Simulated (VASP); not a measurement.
Input of a VASP 6.6.1 run:

Contents of POSCAR:

```
BN
1.0
    0.0000000000      1.8048254497      1.8048254497
    1.8048254497      0.0000000000      1.8048254497
    1.8048254497      1.8048254497      0.0000000000
B N
1 1
Direct
    0.0000000000      0.0000000000      0.0000000000
    0.2500000000      0.2500000000      0.2500000000
```

The input INCAR.step1:

```
  ALGO = Normal
  EDIFF = 1E-5
  ENCUT = 520
  GGA = PE
  ISIF = 2
  ISMEAR = 0
  LASPH = True
  LREAL = False
  LWAVE = True
  NBANDS = 11
  NELM = 100
  PREC = Accurate
  SIGMA = 0.01
```

File INCAR.step2:

```
  AEXX = 0.75
  ALGO = Normal
  EDIFF = 1E-7
  ENCUT = 520
  GGA = PE
  HFSCREEN = 0.1
  ISIF = 2
  ISMEAR = 0
  ISTART = 1
  LASPH = True
  LCHARG = True
  LELF = True
  LHFCALC = True
  LREAL = False
  LVHAR = True
  LWAVE = False
  NBANDS = 11
  NELM = 100
  PREC = Accurate
  PRECFOCK = Normal
  SIGMA = 0.01
```

File KPOINTS:

```
k-points
0
Gamma
  6 6 6
```

Potentials or basis: VASP PAW PBE potentials, release 64 (B, N).

Command:

```console
$ cat potpaw_PBE.64/B/POTCAR potpaw_PBE.64/N/POTCAR > POTCAR
$ cp INCAR.step1 INCAR
$ mpirun -np 1 vasp_std > vasp.out
$ cp INCAR.step2 INCAR
$ mpirun -np 1 vasp_std > vasp.out
```

Problem. Estimate the band gap on the k mesh.

Solution. 9.66 eV (least direct gap 15.35 eV).

Problem. What does it give for the pressure?

Solution. -21.3 GPa.

Caveat: the k points lie up to 0.50 Å⁻¹ apart; the PAW data sets were made with another functional, which shifts forces and pressure a little. A k mesh can miss the band edges.
